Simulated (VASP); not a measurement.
# GaP (F-43m) in VASP: a series of runs

GaP is run at these levels: PBE; tasks: vibrations by perturbation theory.

Program: VASP 6.6.1. These are calculated values, not measurements. Logs are shortened: lines on timing, memory, paths and dates and some standing lists are left out, and cuts for length are marked.

## (1) The cell of the first run

The structure is cubic, space group F-43m (No. 216). Conventional cell: a = 5.505 Å, b = 5.505 Å, c = 5.505 Å, α = 90.00°, β = 90.00°, γ = 90.00°. Within 3.1 Å of Ga (site symmetry -43m) lie 4 P at 2.38 Å. P (site symmetry -43m) has 4 Ga at 2.38 Å within 3.1 Å.

## (2) Vibrations by perturbation theory, PBE

INCAR

```
ALGO = Normal
EDIFF = 1E-8
ENCUT = 520
GGA = PE
IBRION = 8
ISIF = 2
ISMEAR = 0
LASPH = T
LCHARG = T
LEPSILON = T
LREAL = F
LWAVE = F
NELM = 100
NSW = 1
PREC = Accurate
SIGMA = 0.01
```

KPOINTS

```
k-points
0
Gamma
  8 8 8
```

POSCAR

```
GaP
1.0
    0.0000000000      2.7525584882      2.7525584882
    2.7525584882      0.0000000000      2.7525584882
    2.7525584882      2.7525584882      0.0000000000
Ga P
1 1
Direct
    0.0000000000      0.0000000000      0.0000000000
    0.2500000000      0.2500000000      0.2500000000
```

Potentials or basis: VASP PAW PBE potentials, release 64 (Ga_d, P).

On the command line:

```bash
cat potpaw_PBE.64/Ga_d/POTCAR potpaw_PBE.64/P/POTCAR > POTCAR
mpirun -np 1 vasp_std > vasp.out
```

OUTCAR:

```text
EDIFF = 1E-8
   ENCUT = 520
   GGA = PE
   IBRION = 8
   ISIF = 2
   ISMEAR = 0
   LASPH = T
   LEPSILON = T
   LREAL = F
   NELM = 100
   NSW = 1
   PREC = Accurate

 ion  position               nearest neighbor table
   1  0.000  0.000  0.000-   2 2.38   2 2.38   2 2.38   2 2.38
   2  0.250  0.250  0.250-   1 2.38   1 2.38   1 2.38   1 2.38

  LATTYP: Found a face centered cubic cell.
 ALAT       =     5.5051169764

  Lattice vectors:

 A1 = (   0.0000000000,   2.7525584882,   2.7525584882)
 A2 = (   2.7525584882,   0.0000000000,   2.7525584882)
 A3 = (   2.7525584882,   2.7525584882,   0.0000000000)

Analysis of symmetry for initial positions (statically):
=====================================================================
 Subroutine PRICEL returns:
 Original cell was already a primitive cell.

 Routine SETGRP: Setting up the symmetry group for a
 face centered cubic supercell.

 Subroutine GETGRP returns: Found 24 space group operations
 (whereof 24 operations were pure point group operations)
 out of a pool of 48 trial point group operations.

The static configuration has the point symmetry T_d .

Analysis of symmetry for dynamics (positions and initial velocities):
=====================================================================
 Subroutine PRICEL returns:
 Original cell was already a primitive cell.

 Routine SETGRP: Setting up the symmetry group for a
 face centered cubic supercell.

 Subroutine GETGRP returns: Found 24 space group operations
 (whereof 24 operations were pure point group operations)
 out of a pool of 48 trial point group operations.

The dynamic configuration has the point symmetry T_d .

 Subroutine INISYM returns: Found 24 space group operations
 (whereof 24 operations are pure point group operations),
 and found     1 'primitive' translations

----------------------------------------------------------------------------------------

                                     Primitive cell

  volume of cell :      41.7099

  direct lattice vectors                    reciprocal lattice vectors
     0.000000000  2.752558488  2.752558488    -0.181649183  0.181649183  0.181649183
     2.752558488  0.000000000  2.752558488     0.181649183 -0.181649183  0.181649183
     2.752558488  2.752558488  0.000000000     0.181649183  0.181649183 -0.181649183

  length of vectors
     3.892705545  3.892705545  3.892705545     0.314625614  0.314625614  0.314625614

  position of ions in fractional coordinates (direct lattice)
     0.000000000  0.000000000  0.000000000
     0.250000000  0.250000000  0.250000000

  ion indices of the primitive-cell ions
   primitive index   ion index
                 1           1
                 2           2

----------------------------------------------------------------------------------------

 KPOINTS: k-points

Automatic generation of k-mesh.
 Grid dimensions read from file:
 generate k-points for:    8    8    8

 Generating k-lattice:

[... 533 lines left out ...]

 Free energy of the ion-electron system (eV)
  ---------------------------------------------------
  ---------------------------------------------------
  free energy    TOTEN  =        -1.32040955 eV

  energy without entropy =       -1.32040955

------------------------ aborting loop because EDIFF is reached ----------------------------------------

--------------------------------------- Ionic step        2  -------------------------------------------

------------------------ aborting loop because EDIFF is reached ----------------------------------------

--------------------------------------- Ionic step        3  -------------------------------------------

------------------------ aborting loop because EDIFF is reached ----------------------------------------

 PIEZOELECTRIC TENSOR FIELD DIRECTION 3  (e Angst)
 -----------------------------------------------------------------------------
    -0.00027 -2.15498  0.00000           (  0.00000 -0.03339  0.00000)
    -2.15498 -0.00027  0.00000           ( -0.03339  0.00000  0.00000)
     0.00000  0.00000 -0.00128           (  0.00000  0.00000 -0.00000)

 PIEZOELECTRIC TENSOR FIELD DIRECTION 3  (C/m^2)
 -----------------------------------------------------------------------------
    -0.00010 -0.82778  0.00000
    -0.82778 -0.00010  0.00000
     0.00000  0.00000 -0.00049

--------------------------------------- Ionic step        4  -------------------------------------------

------------------------ aborting loop because EDIFF is reached ----------------------------------------

[... ionic steps 5 to 6 ...]

--------------------------------------- Ionic step        7  -------------------------------------------

 Free energy of the ion-electron system (eV)
  ---------------------------------------------------
  ---------------------------------------------------
  free energy    TOTEN  =        -0.04783567 eV

  energy without entropy =       -0.04783567

------------------------ aborting loop because EDIFF is reached ----------------------------------------

 INTERNAL STRAIN TENSOR  FOR ION    2  DIRECTION 1   (eV/Angst):
 -----------------------------------------------------------------------------
     0.01004  0.00000  0.00000
     0.00000 -0.00263 -6.31582
     0.00000 -6.31582 -0.00263

 MACROSCOPIC STATIC DIELECTRIC TENSOR (including local field effects in DFT)
 ------------------------------------------------------
          11.601615     0.000000     0.000000
           0.000000    11.601615     0.000000
           0.000000     0.000000    11.601615
 ------------------------------------------------------

 PIEZOELECTRIC TENSOR (including local field effects)  for field in x, y, z        (e  Angst)
          XX          YY          ZZ          XY          YZ          ZX
  --------------------------------------------------------------------------------
  x     0.00000    -0.00000     0.00000     0.00000    -2.16248     0.00000
  y    -0.00000     0.00000     0.00000     0.00000     0.00000    -2.16248
  z    -0.00000     0.00000    -0.00000    -2.16248     0.00000     0.00000

 PIEZOELECTRIC TENSOR (including local field effects)  for field in x, y, z        (C/m^2)
          XX          YY          ZZ          XY          YZ          ZX
  --------------------------------------------------------------------------------
  x     0.00000    -0.00000     0.00000     0.00000    -0.83066     0.00000
  y    -0.00000     0.00000     0.00000     0.00000     0.00000    -0.83066
  z    -0.00000     0.00000    -0.00000    -0.83066     0.00000     0.00000

 BORN EFFECTIVE CHARGES (including local field effects) (in |e|, cummulative output)
 ---------------------------------------------------------------------------------
 ion    1
    1     2.27307     0.00000     0.00000
    2     0.00000     2.27307     0.00000
    3     0.00000     0.00000     2.27307
 ion    2
    1    -2.27307     0.00000     0.00000
    2     0.00000    -2.27307     0.00000
    3     0.00000     0.00000    -2.27307

 INTERNAL STRAIN TENSOR FOR ION    2 for displacements in x,y,z  (eV/Angst):
          X           Y           Z          XY          YZ          ZX
  --------------------------------------------------------------------------------
  x    -0.00000     0.00000     0.00000     0.00000    -6.31582     0.00000
  y    -0.00000     0.00000    -0.00000     0.00000     0.00000    -6.31582
  z     0.00000     0.00000    -0.00000    -6.31582     0.00000     0.00000

 SECOND DERIVATIVES (NOT SYMMETRIZED)
 ------------------------------------
               1X          1Y          1Z          2X          2Y          2Z
  1X    -9.344227    0.000000    0.000000    9.344227    0.000000    0.000000
  1Y     0.000000   -9.344227    0.000000    0.000000    9.344227    0.000000
  1Z     0.000000    0.000000   -9.344227    0.000000    0.000000    9.344227
  2X     9.322600    0.000000    0.000000   -9.322600    0.000000    0.000000
  2Y     0.000000    9.322600    0.000000    0.000000   -9.322600    0.000000
  2Z     0.000000    0.000000    9.322600    0.000000    0.000000   -9.322600

 Eigenvectors and eigenvalues of the dynamical matrix
 ----------------------------------------------------

   1 f  =   10.310882 THz    64.785180 2PiTHz  343.933991 cm-1    42.642361 meV
             X         Y         Z           dx          dy          dz
      0.000000  0.000000  0.000000     0.000000    0.000000   -0.555058
      1.376279  1.376279  1.376279     0.000000    0.000000    0.831811
[... 21 lines left out ...]
   6 f/i=    0.005515 THz     0.034654 2PiTHz    0.183973 cm-1     0.022810 meV
             X         Y         Z           dx          dy          dz
      0.000000  0.000000  0.000000    -0.584966    0.564144    0.177387
      1.376279  1.376279  1.376279    -0.390342    0.376447    0.118368

--------------------------------------------------------------------------------------------------------

 MACROSCOPIC STATIC DIELECTRIC TENSOR IONIC CONTRIBUTION
 ------------------------------------------------------
           2.401651     0.000000     0.000000
           0.000000     2.401651     0.000000
           0.000000     0.000000     2.401651
 ------------------------------------------------------

 ELASTIC MODULI CONTR FROM IONIC RELAXATION (kBar)
 Direction    XX          YY          ZZ          XY          YZ          ZX
 --------------------------------------------------------------------------------
 XX          -0.0000     -0.0000     -0.0000     -0.0000     -0.0000     -0.0000
 YY          -0.0000     -0.0000     -0.0000     -0.0000     -0.0000     -0.0000
 ZZ          -0.0000     -0.0000     -0.0000     -0.0000     -0.0000     -0.0000
 XY          -0.0000     -0.0000     -0.0000   -162.1896      0.0000      0.0000
 YZ          -0.0000     -0.0000     -0.0000      0.0000   -162.1896      0.0000
 ZX          -0.0000     -0.0000     -0.0000      0.0000      0.0000   -162.1896
 --------------------------------------------------------------------------------

 PIEZOELECTRIC TENSOR IONIC CONTR  for field in x, y, z        (C/m^2)
          XX          YY          ZZ          XY          YZ          ZX
  --------------------------------------------------------------------------------
  x     0.00000     0.00000     0.00000     0.00000     0.58727     0.00000
  y     0.00000     0.00000     0.00000     0.00000     0.00000     0.58727
  z     0.00000     0.00000     0.00000     0.58727     0.00000     0.00000
```

Run time: 4.3 min. Hardware: 1 thread of Intel Xeon 6975P-C (Granite Rapids), shared host; peak memory 0.28 GiB.

What came out:

```
Electronic dielectric tensor (diagonal)                 : 11.60
Born charges (mean of the diagonal)                     : Ga +2.27; P -2.27 e
Highest phonon frequency at Γ, LO-TO splitting left out : 344 cm⁻¹
```

Phonon frequencies in cm⁻¹ (negative: imaginary):
```tsv
q point	frequencies
(0.000, 0.000, 0.000)	0 0 0 344 344 344
```

Electronic dielectric tensor:
```
11.60  0.00  0.00
 0.00 11.60  0.00
 0.00  0.00 11.60
```

Born effective charge tensors (e):
atom 1, Ga
```
2.27 0.00 0.00
0.00 2.27 0.00
0.00 0.00 2.27
```
atom 2, P
```
-2.27  0.00  0.00
 0.00 -2.27  0.00
 0.00  0.00 -2.27
```

## (3) Vibrations by perturbation theory, PBE

INCAR is that of step 2.

KPOINTS is that of step 2.

POSCAR

```
GaP
1.0
    0.0000000000      2.7525584888      2.7525584888
    2.7525584888      0.0000000000      2.7525584888
    2.7525584888      2.7525584888      0.0000000000
Ga P
1 1
Direct
    0.0000000000      0.0000000000      0.0000000000
    0.2500000000      0.2500000000      0.2500000000
```

Potentials or basis: VASP PAW PBE potentials, release 64 (Ga_d, P).

On the command line:

```bash
cat potpaw_PBE.64/Ga_d/POTCAR potpaw_PBE.64/P/POTCAR > POTCAR
mpirun -np 1 vasp_std > vasp.out
```

OUTCAR:

```text
EDIFF = 1E-8
   ENCUT = 520
   GGA = PE
   IBRION = 8
   ISIF = 2
   ISMEAR = 0
   LASPH = T
   LEPSILON = T
   LREAL = F
   NELM = 100
   NSW = 1
   PREC = Accurate

 ion  position               nearest neighbor table
   1  0.000  0.000  0.000-   2 2.38   2 2.38   2 2.38   2 2.38
   2  0.250  0.250  0.250-   1 2.38   1 2.38   1 2.38   1 2.38

  LATTYP: Found a face centered cubic cell.
 ALAT       =     5.5051169776

  Lattice vectors:

 A1 = (   0.0000000000,   2.7525584888,   2.7525584888)
 A2 = (   2.7525584888,   0.0000000000,   2.7525584888)
 A3 = (   2.7525584888,   2.7525584888,   0.0000000000)

Analysis of symmetry for initial positions (statically):
=====================================================================
 Subroutine PRICEL returns:
 Original cell was already a primitive cell.

 Routine SETGRP: Setting up the symmetry group for a
 face centered cubic supercell.

 Subroutine GETGRP returns: Found 24 space group operations
 (whereof 24 operations were pure point group operations)
 out of a pool of 48 trial point group operations.

The static configuration has the point symmetry T_d .

Analysis of symmetry for dynamics (positions and initial velocities):
=====================================================================
 Subroutine PRICEL returns:
 Original cell was already a primitive cell.

 Routine SETGRP: Setting up the symmetry group for a
 face centered cubic supercell.

 Subroutine GETGRP returns: Found 24 space group operations
 (whereof 24 operations were pure point group operations)
[... 642 lines left out ...]
          XX          YY          ZZ          XY          YZ          ZX
  --------------------------------------------------------------------------------
  x     0.00000     0.00000     0.00000     0.00000    -0.83066     0.00000
  y     0.00000    -0.00000     0.00000     0.00000     0.00000    -0.83066
  z     0.00000    -0.00000     0.00000    -0.83066     0.00000     0.00000

 BORN EFFECTIVE CHARGES (including local field effects) (in |e|, cummulative output)
 ---------------------------------------------------------------------------------
 ion    1
    1     2.27307     0.00000     0.00000
    2     0.00000     2.27307     0.00000
    3     0.00000     0.00000     2.27307
 ion    2
    1    -2.27307     0.00000     0.00000
    2     0.00000    -2.27307     0.00000
    3     0.00000     0.00000    -2.27307

 INTERNAL STRAIN TENSOR FOR ION    2 for displacements in x,y,z  (eV/Angst):
          X           Y           Z          XY          YZ          ZX
  --------------------------------------------------------------------------------
  x     0.00000    -0.00000    -0.00000     0.00000    -6.31581     0.00000
  y     0.00000    -0.00000     0.00000     0.00000     0.00000    -6.31581
  z    -0.00000    -0.00000     0.00000    -6.31581     0.00000     0.00000

 SECOND DERIVATIVES (NOT SYMMETRIZED)
 ------------------------------------
               1X          1Y          1Z          2X          2Y          2Z
  1X    -9.344232    0.000000    0.000000    9.344232    0.000000    0.000000
  1Y     0.000000   -9.344232    0.000000    0.000000    9.344232    0.000000
  1Z     0.000000    0.000000   -9.344232    0.000000    0.000000    9.344232
  2X     9.322600    0.000000    0.000000   -9.322600    0.000000    0.000000
  2Y     0.000000    9.322600    0.000000    0.000000   -9.322600    0.000000
  2Z     0.000000    0.000000    9.322600    0.000000    0.000000   -9.322600

 Eigenvectors and eigenvalues of the dynamical matrix
 ----------------------------------------------------

   1 f  =   10.310883 THz    64.785186 2PiTHz  343.934022 cm-1    42.642365 meV
             X         Y         Z           dx          dy          dz
      0.000000  0.000000  0.000000     0.000000    0.555059   -0.000000
      1.376279  1.376279  1.376279    -0.000000   -0.831811   -0.000000
[... 21 lines left out ...]
   6 f/i=    0.005517 THz     0.034663 2PiTHz    0.184019 cm-1     0.022815 meV
             X         Y         Z           dx          dy          dz
      0.000000  0.000000  0.000000    -0.825843   -0.000855    0.099458
      1.376279  1.376279  1.376279    -0.551076   -0.000571    0.066367

--------------------------------------------------------------------------------------------------------

 MACROSCOPIC STATIC DIELECTRIC TENSOR IONIC CONTRIBUTION
 ------------------------------------------------------
           2.401650     0.000000     0.000000
           0.000000     2.401650     0.000000
           0.000000     0.000000     2.401650
 ------------------------------------------------------

 ELASTIC MODULI CONTR FROM IONIC RELAXATION (kBar)
 Direction    XX          YY          ZZ          XY          YZ          ZX
 --------------------------------------------------------------------------------
 XX          -0.0000      0.0000      0.0000     -0.0000      0.0000      0.0000
 YY           0.0000     -0.0000      0.0000     -0.0000     -0.0000     -0.0000
 ZZ           0.0000      0.0000     -0.0000      0.0000     -0.0000      0.0000
 XY          -0.0000     -0.0000      0.0000   -162.1882      0.0000      0.0000
 YZ           0.0000     -0.0000     -0.0000      0.0000   -162.1882      0.0000
 ZX           0.0000     -0.0000      0.0000      0.0000      0.0000   -162.1882
 --------------------------------------------------------------------------------

 PIEZOELECTRIC TENSOR IONIC CONTR  for field in x, y, z        (C/m^2)
          XX          YY          ZZ          XY          YZ          ZX
  --------------------------------------------------------------------------------
  x    -0.00000     0.00000     0.00000     0.00000     0.58727     0.00000
  y    -0.00000     0.00000    -0.00000     0.00000     0.00000     0.58727
  z     0.00000     0.00000    -0.00000     0.58727     0.00000     0.00000
```

OSZICAR:

```text
N       E                     dE             d eps       ncg     rms          rms(c)
DAV:   1     0.778430341621E+02    0.77843E+02   -0.92063E+03   762   0.190E+03
DAV:   2    -0.339296068658E+01   -0.81236E+02   -0.78618E+02   824   0.324E+02
[... 200 lines left out ...]
RMM:   7    -0.478398911390E-01   -0.25135E-05   -0.81405E-07  4949   0.374E-03    0.169E-03
RMM:   8    -0.478365771449E-01    0.33140E-05   -0.43038E-07  4700   0.134E-03    0.808E-05
RMM:   9    -0.478356618444E-01    0.91530E-06    0.53212E-08  4981   0.383E-04    0.922E-05
RMM:  10    -0.478356004684E-01    0.61376E-07   -0.74404E-09  4731   0.144E-04    0.663E-06
RMM:  11    -0.478356741163E-01   -0.73648E-07   -0.80265E-09  4932   0.569E-05    0.135E-05
RMM:  12    -0.478356676794E-01    0.64369E-08   -0.19393E-10  4868   0.226E-05    0.261E-06
 Linear response finished
```

Run time: 5.7 min. Hardware: 1 thread of Intel Xeon Platinum 8559C (Emerald Rapids), shared host; peak memory 0.28 GiB.

What came out:

- Electronic dielectric tensor (diagonal): 11.60
- Born charges (mean of the diagonal): Ga +2.27; P -2.27 e
- Highest phonon frequency at Γ, LO-TO splitting left out: 344 cm⁻¹

Phonon frequencies in cm⁻¹ (negative: imaginary):
```tsv
q point	frequencies
(0.000, 0.000, 0.000)	0 0 0 344 344 344
```

Electronic dielectric tensor:
```
11.60  0.00  0.00
 0.00 11.60  0.00
 0.00  0.00 11.60
```

Born effective charge tensors (e):
atom 1, Ga
```
2.27 0.00 0.00
0.00 2.27 0.00
0.00 0.00 2.27
```
atom 2, P
```
-2.27  0.00  0.00
 0.00 -2.27  0.00
 0.00  0.00 -2.27
```
